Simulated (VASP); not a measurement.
# RhN (F-43m) in VASP: settings compared, part 2 of 3

VASP 6.6.1. The steps go on from the part before.

## (3) Single point, PBE (12.40 Å³/atom)

This run uses another cell than the first one, of 12.40 Å³/atom.

Input file INCAR:

```
SYSTEM = RhN
PREC = Accurate
ENCUT = 520
EDIFF = 1E-6
ISMEAR = 0
SIGMA = 0.05
LREAL = .False.
LASPH = .True.
NELM = 100
ALGO = Normal
ISIF = 2
LWAVE = .False.
LCHARG = .True.
GGA = PE
LELF = .True.
LVHAR = .True.
NBANDS = 17
```

Input file KPOINTS:

```
regular mesh
0
Gamma
  12 12 12
  0 0 0
```

Input file POSCAR:

```
RhN
1.0
    0.0000000000      2.3148278198      2.3148278198
    2.3148278198      0.0000000000      2.3148278198
    2.3148278198      2.3148278198      0.0000000000
Rh N
1 1
Direct
    0.0000000000      0.0000000000      0.0000000000
    0.2500000000      0.2500000000      0.2500000000
```

Potentials or basis: VASP PAW PBE potentials, release 64 (Rh_pv, N).

Command:

```
> cat potpaw_PBE.64/Rh_pv/POTCAR potpaw_PBE.64/N/POTCAR > POTCAR
> mpirun -np 1 vasp_std > vasp.out
```

OUTCAR:

```text
SYSTEM = RhN
   PREC = Accurate
   ENCUT = 520
   EDIFF = 1E-6
   ISMEAR = 0
   LREAL = .False.
   LASPH = .True.
   NELM = 100
   ISIF = 2
   GGA = PE

 ion  position               nearest neighbor table
   1  0.000  0.000  0.000-   2 2.00   2 2.00   2 2.00   2 2.00
   2  0.250  0.250  0.250-   1 2.00   1 2.00   1 2.00   1 2.00

  LATTYP: Found a face centered cubic cell.
 ALAT       =     4.6296556396

  Lattice vectors:

 A1 = (   0.0000000000,   2.3148278198,   2.3148278198)
 A2 = (   2.3148278198,   0.0000000000,   2.3148278198)
 A3 = (   2.3148278198,   2.3148278198,   0.0000000000)
[... 647 lines left out ...]
      4      -7.2224      2.00000
      5       1.8437      2.00000
      6       2.3078      2.00000
[... 9 lines left out ...]
     16      23.0291      0.00000
     17      27.0643      0.00000

 [... further k-points ...]
[... 5 lines left out ...]
  --------------------------------------------------------------------------------------
  -------------------------------------------------------------------------------------
  Total       -0.6461388     -0.6461388     -0.6461388     -0.0000000     -0.0000000      0.0000000
  in kB      -41.7301859    -41.7301859    -41.7301859     -0.0000000     -0.0000000      0.0000000
  external PRESSURE =     -41.7301859 kB  Pullay stress =       0.0000000 kB

 VOLUME and BASIS-vectors are now :
 -----------------------------------------------------------------------------
  energy-cutoff  :      520.00
  volume of cell :       24.81
      direct lattice vectors                 reciprocal lattice vectors
     0.000000000  2.314827820  2.314827820    -0.215998786  0.215998786  0.215998786
     2.314827820  0.000000000  2.314827820     0.215998786 -0.215998786  0.215998786
     2.314827820  2.314827820  0.000000000     0.215998786  0.215998786 -0.215998786

 POSITION                                       TOTAL-FORCE (eV/Angst)
 -----------------------------------------------------------------------------------
      0.00000      0.00000      0.00000        -0.000000      0.000000     -0.000000
      1.15741      1.15741      1.15741         0.000000     -0.000000      0.000000
 -----------------------------------------------------------------------------------
    total drift:                               -0.000001     -0.000001     -0.000001

  FREE ENERGIE OF THE ION-ELECTRON SYSTEM (eV)
  ---------------------------------------------------
  free  energy   TOTEN  =       -14.6513656095 eV

  energy  without entropy=      -14.6494015332  energy(sigma->0) =      -14.65038357
```

OSZICAR:

```text
N       E                     dE             d eps       ncg     rms          rms(c)
DAV:   1     0.174628777170E+03    0.17463E+03   -0.12179E+04  2456   0.124E+03
DAV:   2    -0.118437775026E+02   -0.18647E+03   -0.18048E+03  2856   0.368E+02
DAV:   3    -0.167968031693E+02   -0.49530E+01   -0.49241E+01  2679   0.646E+01
DAV:   4    -0.168296716481E+02   -0.32868E-01   -0.32864E-01  2806   0.553E+00
DAV:   5    -0.168300527359E+02   -0.38109E-03   -0.38108E-03  2687   0.572E-01    0.208E+01
DAV:   6    -0.156733748322E+02    0.11567E+01   -0.10095E+01  2568   0.367E+01    0.108E+01
DAV:   7    -0.146655096271E+02    0.10079E+01   -0.29696E+00  2482   0.206E+01    0.686E+00
DAV:   8    -0.146521434610E+02    0.13366E-01   -0.15564E-01  2485   0.313E+00    0.157E+00
DAV:   9    -0.146514130984E+02    0.73036E-03   -0.31971E-03  2802   0.533E-01    0.180E-01
DAV:  10    -0.146513536562E+02    0.59442E-04   -0.10007E-03  2674   0.290E-01    0.700E-02
DAV:  11    -0.146513687856E+02   -0.15129E-04   -0.71977E-05  2524   0.845E-02    0.234E-02
DAV:  12    -0.146513649171E+02    0.38686E-05   -0.97614E-06  2922   0.376E-02    0.495E-03
DAV:  13    -0.146513656095E+02   -0.69239E-06   -0.17155E-06  2455   0.108E-02
   1 F= -.14651366E+02 E0= -.14650384E+02  d E =-.196408E-02
```

stdout:

```text
POSCAR found type information on POSCAR RhN
 POSCAR found :  2 types and       2 ions
 scaLAPACK will be used
 LDA part: xc-table for (Slater+PW92), standard interpolation
 POSCAR, INCAR and KPOINTS ok, starting setup
 FFT: planning ... GRIDC
 FFT: planning ... GRID_SOFT
 FFT: planning ... GRID
 WAVECAR not read
 entering main loop
```

Wall time 25 s (1 thread of Intel Xeon 8259CL, shared host); peak memory 0.16 GiB.

What came out:

- Free energy: -14.6514 eV
- Pressure: -4.2 GPa
- Band gap on the k mesh: zero (bands 10 and 11 overlap by 2.87 eV)

Levels at points of the mesh, in eV from the Fermi level:
| k point | band 6 | band 7 | band 8 | band 9 | band 10 | band 11 | band 12 | band 13 | band 14 | band 15 |
| --- | --- | --- | --- | --- | --- | --- | --- | --- | --- | --- |
| (0.00, 0.00, 0.00) | -6.92 | -6.92 | -2.61 | -2.61 | 1.24 | 3.16 | 3.16 | 3.16 | 14.10 | 14.10 |
| (0.50, 0.00, 0.00) | -6.34 | -6.32 | -2.23 | -2.23 | -1.72 | 1.58 | 1.58 | 6.19 | 8.28 | 14.67 |
| (0.50, 0.50, 0.00) | -4.88 | -4.88 | -3.20 | -1.87 | -0.74 | -0.41 | -0.41 | 7.57 | 10.99 | 12.47 |

Caveat: the cell stands under tension.

## (4) Single point, PBE (12.65 Å³/atom)

This run uses another cell than the first one, of 12.65 Å³/atom.

Input file INCAR:

```
SYSTEM = RhN
ALGO = Normal
EDIFF = 1E-7
ENCUT = 520
GGA = PE
ISIF = 2
ISMEAR = 0
LASPH = .TRUE.
LCHARG = .TRUE.
LELF = .TRUE.
LREAL = .FALSE.
LVHAR = .TRUE.
LWAVE = .FALSE.
NBANDS = 17
NELM = 60
PREC = Accurate
SIGMA = 0.05
```

Input file KPOINTS:

```
k-points
0
G
  12 12 12
  0 0 0
```

Input file POSCAR:

```
RhN
1.0
    0.0000000000      2.3298595905      2.3298595905
    2.3298595905      0.0000000000      2.3298595905
    2.3298595905      2.3298595905      0.0000000000
Rh N
1 1
Direct
    0.0000000000      0.0000000000      0.0000000000
    0.2500000000      0.2500000000      0.2500000000
```

Potentials or basis: VASP PAW PBE potentials, release 64 (Rh_pv, N).

Command:

```
> cat potpaw_PBE.64/Rh_pv/POTCAR potpaw_PBE.64/N/POTCAR > POTCAR
> mpirun -np 1 vasp_std > vasp.out
```

OUTCAR:

```text
SYSTEM = RhN
   EDIFF = 1E-7
   ENCUT = 520
   GGA = PE
   ISIF = 2
   ISMEAR = 0
   LASPH = .TRUE.
   LREAL = .FALSE.
   NELM = 60
   PREC = Accurate

 ion  position               nearest neighbor table
   1  0.000  0.000  0.000-   2 2.02   2 2.02   2 2.02   2 2.02
   2  0.250  0.250  0.250-   1 2.02   1 2.02   1 2.02   1 2.02

  LATTYP: Found a face centered cubic cell.
 ALAT       =     4.6597191810

  Lattice vectors:

 A1 = (   0.0000000000,   2.3298595905,   2.3298595905)
 A2 = (   2.3298595905,   0.0000000000,   2.3298595905)
 A3 = (   2.3298595905,   2.3298595905,   0.0000000000)

Analysis of symmetry for initial positions (statically):
=====================================================================
 Subroutine PRICEL returns:
 Original cell was already a primitive cell.

 Routine SETGRP: Setting up the symmetry group for a
 face centered cubic supercell.

 Subroutine GETGRP returns: Found 24 space group operations
 (whereof 24 operations were pure point group operations)
 out of a pool of 48 trial point group operations.

The static configuration has the point symmetry T_d .

Analysis of symmetry for dynamics (positions and initial velocities):
=====================================================================
 Subroutine PRICEL returns:
 Original cell was already a primitive cell.

 Routine SETGRP: Setting up the symmetry group for a
 face centered cubic supercell.

 Subroutine GETGRP returns: Found 24 space group operations
 (whereof 24 operations were pure point group operations)
 out of a pool of 48 trial point group operations.

The dynamic configuration has the point symmetry T_d .

 Subroutine INISYM returns: Found 24 space group operations
 (whereof 24 operations are pure point group operations),
 and found     1 'primitive' translations

----------------------------------------------------------------------------------------

                                     Primitive cell

  volume of cell :      25.2941

  direct lattice vectors                    reciprocal lattice vectors
     0.000000000  2.329859590  2.329859590    -0.214605207  0.214605207  0.214605207
     2.329859590  0.000000000  2.329859590     0.214605207 -0.214605207  0.214605207
     2.329859590  2.329859590  0.000000000     0.214605207  0.214605207 -0.214605207

  length of vectors
     3.294919031  3.294919031  3.294919031     0.371707122  0.371707122  0.371707122

  position of ions in fractional coordinates (direct lattice)
     0.000000000  0.000000000  0.000000000
     0.250000000  0.250000000  0.250000000

  ion indices of the primitive-cell ions
   primitive index   ion index
                 1           1
                 2           2

----------------------------------------------------------------------------------------

 KPOINTS: k-points

Automatic generation of k-mesh.
 Grid dimensions read from file:
 generate k-points for:   12   12   12

 Generating k-lattice:

  Cartesian coordinates                     Fractional coordinates (reciprocal lattice)
    -0.017883767  0.017883767  0.017883767     0.083333333  0.000000000  0.000000000
     0.017883767 -0.017883767  0.017883767     0.000000000  0.083333333  0.000000000
     0.017883767  0.017883767 -0.017883767     0.000000000  0.000000000  0.083333333

  Length of vectors
     0.030975594  0.030975594  0.030975594

  Shift w.r.t. Gamma in fractional coordinates (k-lattice)
     0.000000000  0.000000000  0.000000000

 Subroutine IBZKPT returns following result:
 ===========================================

 Found     72 irreducible k-points:

 Following reciprocal coordinates:
            Coordinates               Weight
  0.000000  0.000000  0.000000      1.000000
  0.083333  0.000000  0.000000      8.000000
  0.166667  0.000000  0.000000      8.000000
  0.250000  0.000000  0.000000      8.000000
  0.333333  0.000000  0.000000      8.000000
  0.416667  0.000000  0.000000      8.000000
[... 16 lines left out ...]
  0.500000  0.166667  0.000000     24.000000
 -0.416667  0.166667  0.000000     24.000000
 [... further k-points ...]
   k-points           NKPTS =     72   k-points in BZ     NKDIM =     72   number of bands    NBANDS=     17
   number of dos      NEDOS =    301   number of ions     NIONS =      2
   total plane-waves  NPLWV =  21952
   dimension x,y,z NGX =    28 NGY =   28 NGZ =   28
   dimension x,y,z NGXF=    56 NGYF=   56 NGZF=   56
   ions per type =               1   1
   NGX,Y,Z   is equivalent  to a cutoff of  14.13, 14.13, 14.13 a.u.
   NGXF,Y,Z  is equivalent  to a cutoff of  28.25, 28.25, 28.25 a.u.
 SYSTEM =  RhN
   PREC   = accura    normal or accurate (medium, high low for compatibility)
   ISTART =      0    job   : 0-new  1-cont  2-samecut
   ICHARG =      2    charge: 1-file 2-atom 10-const
   ISPIN  =      1    spin polarized calculation?
   LNONCOLLINEAR =      F non collinear calculations
   LSORBIT =      F    spin-orbit coupling
   LASPH  =      T    aspherical Exc in radial PAW
   ENCUT  =  520.0 eV  38.22 Ry    6.18 a.u.   6.13  6.13  6.13*2*pi/ulx,y,z
   NELM   =     60;   NELMIN=  2; NELMDL= -5     # of ELM steps
   EDIFF  = 0.1E-06   stopping-criterion for ELM
   LREAL  =      F    real-space projection
   EDIFFG = 0.1E-05   stopping-criterion for IOM
   NSW    =      0    number of steps for IOM
   IBRION =     -1    ionic relax: 0-MD 1-quasi-New 2-CG
   NFREE  =      0    steps in history (QN), initial steepest desc. (CG)
   ISIF   =      2    stress and relaxation
   ISYM   =      2    0-nonsym 1-usesym 2-fastsym
   POTIM  = 0.5000    time-step for ionic-motion
   TEBEG  =    0.0;   TEEND  =   0.0 temperature during run
   PSTRESS=    0.0 pullay stress
   NELECT =      20.0000    total number of electrons
   NUPDOWN=      -1.0000    fix difference up-down
   EMIN   =  10.00;   EMAX   =-10.00  energy-range for DOS
   EFERMI =   0.00;   METHOD = LEGACY
   ISMEAR =     0;   SIGMA  =   0.05  broadening in eV -4-tet -1-fermi 0-gaus
   EFERMI_NEDOS =   21; number of points for ismear=-14 and -15
   IALGO  =     38    algorithm
   IMIX   =      4    mixing-type and parameters
     AMIX     =   0.40;   BMIX     =  1.00
     AMIX_MAG =   1.60;   BMIX_MAG =  1.00
  volume/ion in A,a.u.               =      12.65        85.35
  Fermi-wavevector in a.u.,A,eV,Ry     =   1.513835  2.860733 31.180404  2.291695
  Thomas-Fermi vector in A             =   2.623573
   LORBIT       =      0    0 simple, 1 ext, 2 COOP (PROOUT), +10 PAW based schemes
   GGA     = PE    functional components
   LHFCALC =     F    Hartree Fock is set to
   AEXX    =    0.0000 exact exchange contribution
   IVDW    =     0    specifies the selected vdW correction
   LEPSILON=     F    determine dielectric tensor
   LRPA    =     F    only Hartree local field effects (RPA)
 non-spin polarized calculation
 Gauss-broadening in eV      SIGMA  =   0.05
  energy-cutoff  :      520.00
  volume of cell :       25.29
 maximum number of plane-waves:       701
 NGX is ok and might be reduce to    28
   NGX = 13   NGY = 13   NGZ = 13

 number of electron      20.0000000 magnetization

 Free energy of the ion-electron system (eV)
  ---------------------------------------------------
  ext. energy  EPLUGINS =         0.00000000
  ---------------------------------------------------
  free energy    TOTEN  =       -14.63322940 eV

  energy without entropy =      -14.63121158  energy(sigma->0) =      -14.63222049

 E-fermi :   8.0817     XC(G=0): -12.0398

 val. band max:        8.0591046124   @ k =   0.4167   0.3333   0.0833
 cond. band min:       8.0833752247   @ k =  -0.3333   0.3333   0.1667
 fundamental gap:      0.0242706123
 Fermi energy:         8.0817244230

 k-point     1 :       0.0000    0.0000    0.0000
  band No.  band energies     occupation
      1     -39.2315      2.00000
      2     -39.2315      2.00000
      3     -39.2315      2.00000
      4      -8.3062      2.00000
      5       1.3320      2.00000
      6       1.3320      2.00000
[... 9 lines left out ...]
     16      22.0838      0.00000
     17      26.2828      0.00000

 k-point     2 :       0.0833    0.0000    0.0000
  band No.  band energies     occupation
      1     -39.2382      2.00000
      2     -39.2325      2.00000
      3     -39.2325      2.00000
      4      -8.2463      2.00000
      5       1.2834      2.00000
      6       1.3803      2.00000
[... 9 lines left out ...]
     16      22.1934      0.00000
     17      26.3913      0.00000
[... 421 lines left out ...]
 k-point    24 :      -0.4167    0.1667    0.0000
  band No.  band energies     occupation
      1     -39.3226      2.00000
      2     -39.2642      2.00000
      3     -39.2504      2.00000
      4      -7.3847      2.00000
      5       1.7085      2.00000
      6       2.1611      2.00000
[... 9 lines left out ...]
     16      22.6059      0.00000
     17      26.5794      0.00000

 [... further k-points ...]
[... 5 lines left out ...]
  --------------------------------------------------------------------------------------
  -------------------------------------------------------------------------------------
  Total       -1.2514256     -1.2514256     -1.2514256      0.0000000      0.0000000      0.0000000
  in kB      -79.2677210    -79.2677210    -79.2677210      0.0000000      0.0000000      0.0000000
  external PRESSURE =     -79.2677210 kB  Pullay stress =       0.0000000 kB

 VOLUME and BASIS-vectors are now :
 -----------------------------------------------------------------------------
  energy-cutoff  :      520.00
  volume of cell :       25.29
      direct lattice vectors                 reciprocal lattice vectors
     0.000000000  2.329859590  2.329859590    -0.214605207  0.214605207  0.214605207
     2.329859590  0.000000000  2.329859590     0.214605207 -0.214605207  0.214605207
     2.329859590  2.329859590  0.000000000     0.214605207  0.214605207 -0.214605207

 POSITION                                       TOTAL-FORCE (eV/Angst)
 -----------------------------------------------------------------------------------
      0.00000      0.00000      0.00000        -0.000000      0.000000     -0.000000
      1.16493      1.16493      1.16493         0.000000     -0.000000      0.000000
 -----------------------------------------------------------------------------------
    total drift:                                0.000001      0.000001      0.000001

  FREE ENERGIE OF THE ION-ELECTRON SYSTEM (eV)
  ---------------------------------------------------
  free  energy   TOTEN  =       -14.6332293960 eV

  energy  without entropy=      -14.6312115750  energy(sigma->0) =      -14.63222049
```

OSZICAR:

```text
N       E                     dE             d eps       ncg     rms          rms(c)
DAV:   1     0.172957053884E+03    0.17296E+03   -0.12115E+04  2448   0.123E+03
DAV:   2    -0.119567501169E+02   -0.18491E+03   -0.17900E+03  2833   0.363E+02
DAV:   3    -0.167566323479E+02   -0.47999E+01   -0.47719E+01  2679   0.635E+01
DAV:   4    -0.167887229905E+02   -0.32091E-01   -0.32085E-01  2798   0.548E+00
DAV:   5    -0.167891353558E+02   -0.41237E-03   -0.41236E-03  2670   0.587E-01    0.200E+01
DAV:   6    -0.157229041580E+02    0.10662E+01   -0.10202E+01  2560   0.367E+01    0.108E+01
DAV:   7    -0.146463638882E+02    0.10765E+01   -0.30781E+00  2480   0.208E+01    0.653E+00
DAV:   8    -0.146340898712E+02    0.12274E-01   -0.16537E-01  2490   0.318E+00    0.160E+00
DAV:   9    -0.146333039817E+02    0.78589E-03   -0.31784E-03  2687   0.538E-01    0.191E-01
DAV:  10    -0.146332170381E+02    0.86944E-04   -0.11678E-03  2625   0.314E-01    0.752E-02
DAV:  11    -0.146332356465E+02   -0.18608E-04   -0.91443E-05  2528   0.100E-01    0.294E-02
DAV:  12    -0.146332287353E+02    0.69112E-05   -0.16622E-05  2979   0.494E-02    0.500E-03
DAV:  13    -0.146332295067E+02   -0.77144E-06   -0.19388E-06  2526   0.113E-02    0.575E-03
DAV:  14    -0.146332294014E+02    0.10528E-06   -0.10140E-07  2188   0.305E-03    0.329E-04
DAV:  15    -0.146332293960E+02    0.54415E-08   -0.49479E-09  1320   0.691E-04
   1 F= -.14633229E+02 E0= -.14632220E+02  d E =-.201782E-02
```

stdout:

```text
POSCAR found type information on POSCAR RhN
 POSCAR found :  2 types and       2 ions
 scaLAPACK will be used
 LDA part: xc-table for (Slater+PW92), standard interpolation
 POSCAR, INCAR and KPOINTS ok, starting setup
 FFT: planning ... GRIDC
 FFT: planning ... GRID_SOFT
 FFT: planning ... GRID
 WAVECAR not read
 entering main loop
```

It took 62 s on 1 thread of Intel Xeon 8259CL, shared host; peak memory 0.18 GiB.

Results:

| Quantity | Value |
| --- | --- |
| Free energy | -14.6332 eV |
| Pressure | -7.9 GPa |
| Band gap on the k mesh | zero (bands 10 and 11 overlap by 2.82 eV) |

Levels at points of the mesh, in eV from the Fermi level:
```csv
k point,band 6,band 7,band 8,band 9,band 10,band 11,band 12,band 13,band 14,band 15
"(0.00, 0.00, 0.00)",-6.75,-6.75,-2.53,-2.53,1.24,3.10,3.10,3.10,14.00,14.00
"(0.50, 0.00, 0.00)",-6.18,-6.17,-2.16,-2.16,-1.68,1.56,1.56,6.16,8.20,14.54
"(0.50, 0.50, 0.00)",-4.76,-4.76,-3.10,-1.82,-0.72,-0.38,-0.38,7.46,10.90,12.30
```

Caveat: the cell stands under tension.

[end of part 2 of 3]
